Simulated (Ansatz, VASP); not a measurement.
KCl in VASP and in Ansatz

POSCAR

```
KCl
1.0
    3.8391960000      0.0000000000      0.0000000000
    0.0000000000      3.8391960000      0.0000000000
    0.0000000000      0.0000000000      3.8391960000
K Cl
1 1
Direct
    0.0000000000      0.0000000000      0.0000000000
    0.5000000000      0.5000000000      0.5000000000
```

INCAR.step1

```
PREC     = Accurate       # precision mode
ENCUT    = 520            # plane-wave cutoff, eV
ISMEAR   = 0              # smearing method
SIGMA    = 0.01           # smearing width, eV
LREAL    = F              # projectors in reciprocal space
LASPH    = T              # aspherical terms in the spheres
NELM     = 60             # most SCF steps
NBANDS   = 15             # bands
GGA      = PE             # functional
ALGO     = Normal         # electronic algorithm
EDIFF    = 1E-4           # SCF threshold, eV
LWAVE    = T              # write WAVECAR
LCHARG   = F              # write CHGCAR
```

INCAR.step2

```
PREC     = Accurate       # precision mode
ENCUT    = 520            # plane-wave cutoff, eV
EDIFF    = 1E-6           # SCF threshold, eV
ISMEAR   = 0              # smearing method
SIGMA    = 0.01           # smearing width, eV
LREAL    = F              # projectors in reciprocal space
LASPH    = T              # aspherical terms in the spheres
NELM     = 60             # most SCF steps
ALGO     = Normal         # electronic algorithm
ISIF     = 2              # what is computed and relaxed
LWAVE    = F              # write WAVECAR
LCHARG   = T              # write CHGCAR
METAGGA  = R2SCAN         # meta-GGA
LMIXTAU  = T            
LELF     = T              # ELF
LVHAR    = T            
NBANDS   = 15             # bands
ISTART   = 1
```

File KPOINTS:

```
Automatic mesh
0
Gamma
  5 5 5
```

Input for Ansatz:

```yaml
crystal:
  lattice:
    - [3.839196, 0.0, 0.0]
    - [0.0, 3.839196, 0.0]
    - [0.0, 0.0, 3.839196]
  atoms:
    - { symbol: K, position: [0.0, 0.0, 0.0] }
    - { symbol: Cl, position: [0.5, 0.5, 0.5] }
kpoints:
  mp_grid:
    grid: [5, 5, 5]
hamiltonian:
  xc: r2scan
scf:
  occupations:
    method: fixed
output:
  eigenvalues: true
```

Alike in both runs: task single point; functional r2SCAN; k mesh 5 × 5 × 5; no spin polarisation.

```csv
,VASP,Ansatz
version,VASP 6.6.1,Ansatz 0.2.0
potentials or method,"VASP PAW PBE potentials, release 64 (K_sv, Cl)","plane waves, PAW"
plane-wave cutoff (eV),520,500
occupations,"gaussian, width 0.01 eV",fixed
valence electrons in the cell,16,16
```

```csv
,VASP,Ansatz,Ansatz less VASP
gap on the k mesh at the Fermi level (eV),5.60,5.59,-0.005
```

VASP's potentials were made for PBE, not for r2SCAN.
